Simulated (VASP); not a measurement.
# Si7Ge (P1) in VASP: notebook

The runs below take Si7Ge through single point, with r2SCAN.

Program: VASP 6.6.1. These are calculated values, not measurements. Logs are shortened: lines on timing, memory, paths and dates and some standing lists are left out, and cuts for length are marked.

### Step 1. The cell of the first run

The typed cell holds 8 atoms: a = 5.522 Å, b = 5.344 Å, c = 5.739 Å, α = 92.29°, β = 89.16°, γ = 90.90°.

### Step 2. Single point, r2SCAN (atoms moved at random and the cell strained at random)

POSCAR reads:

```
Si7Ge
1.0
    5.5217677192     -0.0420485419      0.0409641850
   -0.0420485419      5.3426999678     -0.1103554168
    0.0409641850     -0.1103554168      5.7380294476
Si Ge
7 1
Direct
    0.2471576485      0.2433691010      0.2596761401
    0.0036253273      0.4907474830      0.5275916196
    0.5322661545      0.5135772221      0.0744802090
    0.5015370244      0.0352495469      0.4895322447
    0.7375900158      0.2820182831      0.7491502206
    0.7464549489      0.6957837172      0.2149339898
    0.2525444910      0.7709587822      0.7369018251
   -0.0211756104     -0.0317041355     -0.0522662490
```

INCAR.step1 reads:

```
SYSTEM = Si7Ge
  PREC = Accurate
  ENCUT = 520
  ISMEAR = 0
  SIGMA = 0.05
  LREAL = .False.
  LASPH = .True.
  NELM = 100
  NBANDS = 31
  GGA = PE
  ALGO = Normal
  EDIFF = 1E-4
  LWAVE = .True.
  LCHARG = .False.
```

INCAR.step2 reads:

```
SYSTEM = Si7Ge
  PREC = Accurate
  ENCUT = 520
  EDIFF = 1E-6
  ISMEAR = 0
  SIGMA = 0.05
  LREAL = .False.
  LASPH = .True.
  NELM = 100
  ALGO = Normal
  ISIF = 2
  LWAVE = .False.
  LCHARG = .False.
  METAGGA = R2SCAN
  LMIXTAU = .True.
  NBANDS = 31
  ISTART = 1
```

KPOINTS reads:

```
Automatic mesh
0
Gamma
  6 6 6
  0 0 0
```

Potentials or basis: VASP PAW PBE potentials, release 64 (Si, Ge_d).

Run with:

```
$ cat potpaw_PBE.64/Si/POTCAR potpaw_PBE.64/Ge_d/POTCAR > POTCAR
$ cp INCAR.step1 INCAR
$ mpirun -np 1 vasp_std > vasp.out
$ cp INCAR.step2 INCAR
$ mpirun -np 1 vasp_std > vasp.out
```

OUTCAR:

```text
SYSTEM = Si7Ge
   PREC = Accurate
   ENCUT = 520
   EDIFF = 1E-6
   ISMEAR = 0
   LREAL = .False.
   LASPH = .True.
   NELM = 100
   ISIF = 2
   METAGGA = R2SCAN
   ISTART = 1

 ion  position               nearest neighbor table
   1  0.247  0.243  0.260-   4 2.27   3 2.39   2 2.40   8 2.71
   2  0.004  0.491  0.528-   5 2.24   7 2.33   1 2.40   6 2.59
   3  0.532  0.514  0.074-   6 1.71   1 2.39   5 2.47   7 2.90
   4  0.502  0.035  0.490-   1 2.27   5 2.35   7 2.44   6 2.72
   5  0.738  0.282  0.749-   2 2.24   4 2.35   3 2.47   8 2.48
   6  0.746  0.696  0.215-   3 1.71   8 2.49   2 2.59   4 2.72
   7  0.253  0.771  0.737-   8 2.18   2 2.33   4 2.44   3 2.90
   8  0.979  0.968  0.948-   7 2.18   5 2.48   6 2.49   1 2.71

  LATTYP: Found a triclinic cell.
 ALAT       =     5.3440049910
 B/A-ratio  =     1.0739579672
 C/A-ratio  =     1.0333223435
 COS(alpha) =     0.0147002717
 COS(beta)  =     0.0156338632
 COS(gamma) =     0.0399256813

  Lattice vectors:

 A1 = (  -0.0420485419,   5.3426999678,  -0.1103554168)
 A2 = (  -0.0409641850,   0.1103554168,  -5.7380294476)
 A3 = (  -5.5217677192,   0.0420485419,  -0.0409641850)

Analysis of symmetry for initial positions (statically):
=====================================================================
 Subroutine PRICEL returns:
 Original cell was already a primitive cell.

 Routine SETGRP: Setting up the symmetry group for a
 triclinic supercell.

 Subroutine GETGRP returns: Found  1 space group operations
 (whereof  1 operations were pure point group operations)
 out of a pool of  2 trial point group operations.

The static configuration has the point symmetry C_1 .

Analysis of symmetry for dynamics (positions and initial velocities):
=====================================================================
 Subroutine PRICEL returns:
 Original cell was already a primitive cell.

 Routine SETGRP: Setting up the symmetry group for a
 triclinic supercell.

 Subroutine GETGRP returns: Found  1 space group operations
 (whereof  1 operations were pure point group operations)
 out of a pool of  2 trial point group operations.

The dynamic configuration has the point symmetry C_1 .

 Subroutine INISYM returns: Found  1 space group operations
 (whereof  1 operations are pure point group operations),
 and found     1 'primitive' translations

----------------------------------------------------------------------------------------

                                     Primitive cell

  volume of cell :     169.1925

  direct lattice vectors                    reciprocal lattice vectors
     5.521767719 -0.042048542  0.040964185     0.181121473  0.001399324 -0.001266126
    -0.042048542  5.342699968 -0.110355417     0.001399324  0.187256476  0.003591380
     0.040964185 -0.110355417  5.738029448    -0.001266126  0.003591380  0.174353966

  length of vectors
     5.522079761  5.344004991  5.739236737     0.181131304  0.187296140  0.174395547

  position of ions in fractional coordinates (direct lattice)
     0.247157648  0.243369101  0.259676140
     0.003625327  0.490747483  0.527591620
     0.532266155  0.513577222  0.074480209
     0.501537024  0.035249547  0.489532245
     0.737590016  0.282018283  0.749150221
     0.746454949  0.695783717  0.214933990
     0.252544491  0.770958782  0.736901825
     0.978824390  0.968295864  0.947733751

  ion indices of the primitive-cell ions
   primitive index   ion index
                 1           1
                 2           2
                 3           3
                 4           4
                 5           5
                 6           6
                 7           7
                 8           8

----------------------------------------------------------------------------------------

 KPOINTS: Automatic mesh

Automatic generation of k-mesh.
 Grid dimensions read from file:
 generate k-points for:    6    6    6

 Generating k-lattice:

  Cartesian coordinates                     Fractional coordinates (reciprocal lattice)
     0.030186912  0.000233221 -0.000211021     0.166666667 -0.000000000  0.000000000
     0.000233221  0.031209413  0.000598563     0.000000000  0.166666667  0.000000000
    -0.000211021  0.000598563  0.029058994     0.000000000  0.000000000  0.166666667

  Length of vectors
     0.030188551  0.031216023  0.029065924

  Shift w.r.t. Gamma in fractional coordinates (k-lattice)
     0.000000000  0.000000000  0.000000000

 Subroutine IBZKPT returns following result:
 ===========================================

 Found    112 irreducible k-points:

 Following reciprocal coordinates:
            Coordinates               Weight
  0.000000  0.000000  0.000000      1.000000
  0.166667  0.000000  0.000000      2.000000
  0.333333  0.000000 -0.000000      2.000000
  0.500000  0.000000 -0.000000      1.000000
  0.000000  0.166667 -0.000000      2.000000
  0.166667  0.166667  0.000000      2.000000
[... 16 lines left out ...]
  0.333333  0.000000  0.166667      2.000000
  0.500000  0.000000  0.166667      2.000000
 [... further k-points ...]
   k-points           NKPTS =    112   k-points in BZ     NKDIM =    112   number of bands    NBANDS=     31
   number of dos      NEDOS =    301   number of ions     NIONS =      8
   total plane-waves  NPLWV =  80640
   dimension x,y,z NGX =    42 NGY =   40 NGZ =   48
   dimension x,y,z NGXF=    84 NGYF=   80 NGZF=   96
   ions per type =               7   1
   NGX,Y,Z   is equivalent  to a cutoff of  12.64, 12.44, 13.90 a.u.
   NGXF,Y,Z  is equivalent  to a cutoff of  25.29, 24.89, 27.81 a.u.
 SYSTEM =  Si7Ge
   PREC   = accura    normal or accurate (medium, high low for compatibility)
   ISTART =      1    job   : 0-new  1-cont  2-samecut
   ICHARG =      0    charge: 1-file 2-atom 10-const
   ISPIN  =      1    spin polarized calculation?
   LNONCOLLINEAR =      F non collinear calculations
   LSORBIT =      F    spin-orbit coupling
   LASPH  =      T    aspherical Exc in radial PAW
   ENCUT  =  520.0 eV  38.22 Ry    6.18 a.u.  10.27  9.94 10.67*2*pi/ulx,y,z
   NELM   =    100;   NELMIN=  2; NELMDL=  0     # of ELM steps
   EDIFF  = 0.1E-05   stopping-criterion for ELM
   LREAL  =      F    real-space projection
   EDIFFG = 0.1E-04   stopping-criterion for IOM
   NSW    =      0    number of steps for IOM
   IBRION =     -1    ionic relax: 0-MD 1-quasi-New 2-CG
   NFREE  =      0    steps in history (QN), initial steepest desc. (CG)
   ISIF   =      2    stress and relaxation
   ISYM   =      2    0-nonsym 1-usesym 2-fastsym
   POTIM  = 0.5000    time-step for ionic-motion
   TEBEG  =    0.0;   TEEND  =   0.0 temperature during run
   PSTRESS=    0.0 pullay stress
   NELECT =      42.0000    total number of electrons
   NUPDOWN=      -1.0000    fix difference up-down
   EMIN   =  10.00;   EMAX   =-10.00  energy-range for DOS
   EFERMI =   0.00;   METHOD = LEGACY
   ISMEAR =     0;   SIGMA  =   0.05  broadening in eV -4-tet -1-fermi 0-gaus
   EFERMI_NEDOS =   21; number of points for ismear=-14 and -15
   IALGO  =     38    algorithm
   IMIX   =      4    mixing-type and parameters
     AMIX     =   0.40;   BMIX     =  1.00
     AMIX_MAG =   1.60;   BMIX_MAG =  1.00
  volume/ion in A,a.u.               =      21.15       142.72
  Fermi-wavevector in a.u.,A,eV,Ry     =   1.028879  1.944299 14.403014  1.058592
  Thomas-Fermi vector in A             =   2.162898
   LORBIT       =      0    0 simple, 1 ext, 2 COOP (PROOUT), +10 PAW based schemes
   METAGGA = R2SCAN    functional components
   LHFCALC =     F    Hartree Fock is set to
   AEXX    =    0.0000 exact exchange contribution
   IVDW    =     0    specifies the selected vdW correction
   LEPSILON=     F    determine dielectric tensor
   LRPA    =     F    only Hartree local field effects (RPA)
 non-spin polarized calculation
 Gauss-broadening in eV      SIGMA  =   0.05
  energy-cutoff  :      520.00
  volume of cell :      169.19
 maximum number of plane-waves:      4575
 NGX is ok and might be reduce to    42
   NGX = 21   NGY = 19   NGZ = 21

 number of electron      42.0000007 magnetization

 Free energy of the ion-electron system (eV)
  ---------------------------------------------------
  ext. energy  EPLUGINS =         0.00000000
  ---------------------------------------------------
  free energy    TOTEN  =       -68.62581576 eV

  energy without entropy =      -68.62466155  energy(sigma->0) =      -68.62523866

 E-fermi :   5.3987     XC(G=0):  -9.8273

 val. band max:        5.3821315298   @ k =   0.0000   0.0000   0.0000
 cond. band min:       5.4032507593   @ k =   0.0000   0.0000   0.0000
 fundamental gap:      0.0211192295
 Fermi energy:         5.3986561341

 k-point     1 :       0.0000    0.0000    0.0000
  band No.  band energies     occupation
      1     -19.8262      2.00000
      2     -19.8028      2.00000
      3     -19.7866      2.00000
      4     -19.7755      2.00000
      5     -19.7674      2.00000
      6      -7.4750      2.00000
[... 23 lines left out ...]
     30       8.4368      0.00000
     31       8.8530      0.00000

 k-point     2 :       0.1667    0.0000    0.0000
  band No.  band energies     occupation
      1     -19.8262      2.00000
      2     -19.8028      2.00000
      3     -19.7866      2.00000
      4     -19.7755      2.00000
      5     -19.7674      2.00000
      6      -7.3659      2.00000
[... 23 lines left out ...]
     30       8.7785      0.00000
     31       9.2651      0.00000

 k-point     3 :       0.3333    0.0000   -0.0000
  band No.  band energies     occupation
      1     -19.8263      2.00000
      2     -19.8028      2.00000
      3     -19.7866      2.00000
      4     -19.7754      2.00000
      5     -19.7674      2.00000
      6      -7.0564      2.00000
[... 703 lines left out ...]
     30       9.6438      0.00000
     31       9.9710      0.00000

 k-point    24 :       0.5000    0.0000    0.1667
  band No.  band energies     occupation
      1     -19.8263      2.00000
      2     -19.8028      2.00000
      3     -19.7866      2.00000
      4     -19.7754      2.00000
      5     -19.7674      2.00000
      6      -6.6708      2.00000
[... 23 lines left out ...]
     30      10.2275      0.00000
     31      10.3563      0.00000

 [... further k-points ...]

------------------------ aborting loop because EDIFF is reached ----------------------------------------

  FORCE on cell =-STRESS in cart. coord.  units (eV):
  Direction    XX          YY          ZZ          XY          YZ          ZX
  --------------------------------------------------------------------------------------
  -------------------------------------------------------------------------------------
  Total       15.3214955      9.5830874      0.2585264     12.7485272     10.4718860      8.0429281
  in kB      145.0877286     90.7475634      2.4481295    120.7228666     99.1640896     76.1629416
  external PRESSURE =      79.4278072 kB  Pullay stress =       0.0000000 kB

 VOLUME and BASIS-vectors are now :
 -----------------------------------------------------------------------------
  energy-cutoff  :      520.00
  volume of cell :      169.19
      direct lattice vectors                 reciprocal lattice vectors
     5.521767719 -0.042048542  0.040964185     0.181121473  0.001399324 -0.001266126
    -0.042048542  5.342699968 -0.110355417     0.001399324  0.187256476  0.003591380
     0.040964185 -0.110355417  5.738029448    -0.001266126  0.003591380  0.174353966

 POSITION                                       TOTAL-FORCE (eV/Angst)
 -----------------------------------------------------------------------------------
      1.36515      1.26120      1.47330        -1.050276      0.012327     -0.842463
      0.02100      2.56354      2.97333         0.621760      0.795718     -1.823199
      2.92051      2.71329      0.39250       -14.877638    -11.296407    -11.251394
      2.78794      0.11322      2.82561         0.375887     -1.847122      0.198388
      4.09163      1.39305      4.29774        -0.659637     -0.997628      1.196657
      4.10130      3.66226      1.18709        14.136260     12.652873     10.833981
      1.39226      4.02706      4.15363         2.431881     -1.307318     -0.792277
      5.40295      5.02757      5.37136        -0.978236      1.987556      2.480306
 -----------------------------------------------------------------------------------
    total drift:                                0.002850      0.000818      0.000385

  FREE ENERGIE OF THE ION-ELECTRON SYSTEM (eV)
  ---------------------------------------------------
  free  energy   TOTEN  =       -68.6258157617 eV

  energy  without entropy=      -68.6246615521  energy(sigma->0) =      -68.62523866
```

Run time: 25 min. Hardware: 1 thread of Oxide Virtual Turin-like, shared host; peak memory 0.58 GiB.

Results:

```yaml
Free_energy: -68.6258 eV
Pressure: 7.9 GPa
Largest_force: 21.847 eV/Å
Band_gap_on_the_k_mesh: zero (bands 21 and 22 overlap by 0.13 eV)
```

Forces on the atoms (eV/Å):
```
Si   -1.050   0.012  -0.842
Si    0.622   0.796  -1.823
Si  -14.878 -11.296 -11.251
Si    0.376  -1.847   0.198
Si   -0.660  -0.998   1.197
Si   14.136  12.653  10.834
Si    2.432  -1.307  -0.792
Ge   -0.978   1.988   2.480
```

Levels at points of the mesh, in eV from the Fermi level:
```
           k point  band 18  band 19  band 20  band 21  band 22  band 23  band 24  band 25
(0.00, 0.00, 0.00)    -2.76    -0.69    -0.36    -0.02     0.00     0.54     0.65     0.85
(0.50, 0.00, 0.00)    -2.48    -2.03    -1.73    -1.63     0.38     0.99     2.58     2.80
(0.00, 0.50, 0.00)    -2.63    -2.22    -2.01    -1.84     0.21     0.82     2.65     3.09
(0.50, 0.50, 0.00)    -1.91    -1.31    -1.28    -0.72     1.80     2.42     2.49     2.67
(0.00, 0.00, 0.50)    -2.17    -2.10    -1.99    -1.55     0.79     1.33     2.45     2.65
(0.50, 0.00, 0.50)    -2.53    -1.75    -1.32    -1.18     0.71     1.70     2.05     2.48
(0.00, 0.50, 0.50)    -2.16    -1.38    -1.23    -0.93     1.09     1.99     2.08     2.35
(0.50, 0.50, 0.50)    -1.50    -1.21    -0.86    -0.26     0.63     0.72     1.20     1.53
```

Caveat: the cell differs from its parent crystal (atoms moved at random and the cell strained at random); the cell stands under pressure; semilocal functionals underestimate gaps, so a narrow gap can read as zero; the PAW data sets were made with another functional, which shifts forces and pressure a little.

### Step 3. Single point, r2SCAN (atoms moved at random)

POSCAR reads:

```
Si7Ge
1.0
    5.4653950700      0.0000000000      0.0000000000
    0.0000000000      5.4653950700      0.0000000000
    0.0000000000      0.0000000000      5.4653950700
Si Ge
7 1
Direct
    0.2580248730      0.2622000570      0.2258101214
    0.0011266621      0.4889102031      0.5038533157
    0.5123147460      0.5237873550     -0.0006367324
    0.5139505105     -0.0017819069      0.4835519142
    0.7674874321      0.2737354546      0.7445569737
    0.7274231077      0.7374655631      0.2461433072
    0.2355172158      0.7255330309      0.7647401720
   -0.0158445473     -0.0098497568      0.0319809283
```

INCAR.step1 reads:

```
SYSTEM = Si7Ge
ALGO = Normal
EDIFF = 1E-4
ENCUT = 520
GGA = PE
ISMEAR = 0
LASPH = .TRUE.
LCHARG = .FALSE.
LREAL = .FALSE.
LWAVE = .TRUE.
NBANDS = 31
NELM = 60
PREC = Accurate
SIGMA = 0.05
```

INCAR.step2 reads:

```
SYSTEM = Si7Ge
ALGO = Normal
EDIFF = 1E-6
ENCUT = 520
ISIF = 2
ISMEAR = 0
ISTART = 1
LASPH = .TRUE.
LCHARG = .FALSE.
LMIXTAU = .TRUE.
LREAL = .FALSE.
LWAVE = .FALSE.
METAGGA = R2SCAN
NBANDS = 31
NELM = 60
PREC = Accurate
SIGMA = 0.05
```

KPOINTS reads:

```
k-points
0
G
  6 6 6
  0 0 0
```

Potentials or basis: VASP PAW PBE potentials, release 64 (Si, Ge_d).

Run with:

```
$ cat potpaw_PBE.64/Si/POTCAR potpaw_PBE.64/Ge_d/POTCAR > POTCAR
$ cp INCAR.step1 INCAR
$ mpirun -np 1 vasp_std > vasp.out
$ cp INCAR.step2 INCAR
$ mpirun -np 1 vasp_std > vasp.out
```

Wall time 31 min (1 thread of Oxide Virtual Turin-like, shared host); peak memory 0.57 GiB.

The run converged. Its results:

| Quantity | Value |
| --- | --- |
| Free energy | -73.9135 eV |
| Pressure | 2.0 GPa |
| Largest force | 3.304 eV/Å |
| Band gap on the k mesh | 0.12 eV |

Forces in eV/Å, atoms in the order of the input:
```
Si   0.334 -0.642  1.546
Si   0.989  0.960 -1.797
Si  -1.253 -2.413 -1.877
Si  -1.602  0.950  1.627
Si  -1.660 -2.434  1.082
Si   2.012  0.590  2.451
Si   0.423  2.234 -1.007
Ge   0.756  0.755 -2.026
```

Stress tensor (GPa, compression positive):
```
2.25 2.98 0.07
2.98 1.57 1.09
0.07 1.09 2.10
```

Levels at points of the mesh, in eV from the valence-band top:
| k point | band 17 | band 18 | band 19 | band 20 | band 21 | band 22 | band 23 | band 24 | band 25 | band 26 |
| --- | --- | --- | --- | --- | --- | --- | --- | --- | --- | --- |
| (0.00, 0.00, 0.00) | -3.13 | -3.02 | -0.45 | -0.23 | 0.00 | 0.12 | 0.49 | 0.61 | 0.64 | 1.05 |
| (0.50, 0.00, 0.00) | -3.58 | -2.49 | -2.16 | -1.94 | -1.79 | 0.88 | 1.18 | 2.82 | 3.08 | 3.84 |
| (0.00, 0.50, 0.00) | -3.60 | -2.70 | -2.52 | -1.76 | -1.66 | 0.72 | 1.23 | 2.94 | 3.35 | 3.92 |
| (0.00, 0.00, 0.50) | -3.60 | -2.65 | -2.26 | -1.92 | -1.74 | 0.82 | 1.13 | 2.92 | 3.09 | 4.04 |
| (0.50, 0.50, 0.00) | -3.81 | -2.16 | -1.71 | -1.38 | -1.13 | 1.78 | 2.41 | 2.52 | 2.63 | 4.18 |
| (0.00, 0.50, 0.50) | -3.78 | -2.01 | -1.76 | -1.44 | -1.04 | 2.02 | 2.16 | 2.51 | 2.63 | 4.40 |
| (0.50, 0.00, 0.50) | -3.81 | -2.17 | -1.93 | -1.33 | -1.02 | 1.91 | 2.10 | 2.52 | 2.99 | 4.38 |
| (0.50, 0.50, 0.50) | -1.69 | -1.31 | -1.17 | -0.89 | -0.82 | 1.05 | 1.40 | 1.46 | 1.55 | 2.76 |

Caveat: the cell differs from its parent crystal (atoms moved at random); the PAW data sets were made with another functional, which shifts forces and pressure a little. A k mesh can miss the band edges.
